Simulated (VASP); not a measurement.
Nb: relaxation of cell and atoms with LDA

The system is Nb.

```
Nb
1.0
    -1.62347    1.62347    1.62347
     1.62347   -1.62347    1.62347
     1.62347    1.62347   -1.62347
Nb
1
Direct
  0.00000 0.00000 0.00000
```

```json
{"Program": "VASP 6.6.1", "Task": "relaxation of cell and atoms", "Functional": "LDA", "Potentials or basis": "VASP PAW LDA potentials, release 64 (Nb_sv)", "Cutoff": "600 eV", "k mesh": "16 × 16 × 16", "Occupations": "fermi-dirac, width 0.15 eV", "Spin": "no spin polarisation", "Dipole correction": "no", "Further INCAR settings": "ALGO = Fast; EDIFF = 1e-07; IBRION = 2; EDIFFG = -0.001; NSW = 80; ISIF = 3"}
```

- Relaxed volume: 17.15 Å³/atom
- Relaxed cell: a = 2.814 Å, b = 2.814 Å, c = 2.814 Å, α = 109.47°, β = 109.47°, γ = 109.47°
- Space group after relaxing (to 0.05 Å): Im-3m (No. 229)
- Energy gained by relaxing: 0.0 meV/atom
- Ionic steps: 3
- Pressure after relaxing: 0.0 GPa

Final structure:
```
Nb
1.0
    -1.62465    1.62465    1.62465
     1.62465   -1.62465    1.62465
     1.62465    1.62465   -1.62465
Nb
1
Direct
  0.00000 0.00000 0.00000
```

Levels at points of the mesh, in eV from the Fermi level:
```tsv
k point	band 4	band 5	band 6	band 7	band 8	band 9
(0.00, 0.00, 0.00)	-29.38	-6.04	0.29	0.29	0.29	3.36
(0.50, 0.00, 0.00)	-29.40	-3.98	-1.87	2.56	3.42	4.14
(0.50, 0.50, 0.50)	-30.47	-4.07	-4.07	5.93	5.93	5.93
```

It took 3.5 min on 1 thread of Intel Xeon 8259CL, on a shared host, peak memory 0.16 GiB.
